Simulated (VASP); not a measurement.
A run of VASP 6.6.1 is set up as follows.

INCAR

```
SYSTEM = TiO2
PREC = Accurate
ENCUT = 520
EDIFF = 1E-7
ISMEAR = 0
SIGMA = 0.05
LREAL = .False.
LASPH = .True.
NELM = 80
ALGO = Normal
ISIF = 2
LWAVE = .False.
LCHARG = .False.
GGA = PE
NBANDS = 60
```

KPOINTS

```
Automatic mesh
0
Gamma
  7 7 3
  0 0 0
```

POSCAR

```
TiO2
1.0
   -3.7992225376      0.0000000000      0.0000000000
    0.0000000000     -3.7992225376      0.0000000000
    0.0000000000      0.0000000000     15.6968968543
Ti O
4 8
Direct
    0.0000000000      1.0000000000      0.3860992775
    0.5000000000      0.5000000000      0.0772198555
    0.5000000000      0.0000000000      0.2316595665
    0.0000000000      0.5000000000      0.5405389885
    0.0000000000      0.0000000000      0.5136706338
    0.5000000000      0.5000000000      0.2047912118
    0.5000000000      0.0000000000      0.3592309228
    0.0000000000      0.5000000000      0.0503515008
    0.5000000000      0.0000000000      0.1040882102
    0.0000000000      0.5000000000      0.4129676321
    0.0000000000      0.0000000000      0.2585279211
    0.5000000000      0.5000000000      0.5674073431
```

Potentials or basis: VASP PAW PBE potentials, release 64 (Ti_sv, O).

Launch:

```console
$ cat potpaw_PBE.64/Ti_sv/POTCAR potpaw_PBE.64/O/POTCAR > POTCAR
$ mpirun -np 1 vasp_std > vasp.out
```

(1) What does it give for the largest force?

(2) Predict the pressure.

## Answers

(1) 1.348 eV/Å.

(2) -3.8 GPa.

Caveat: forces of over 1 eV/Å act on the atoms, so gaps and moduli don't describe the material at rest.
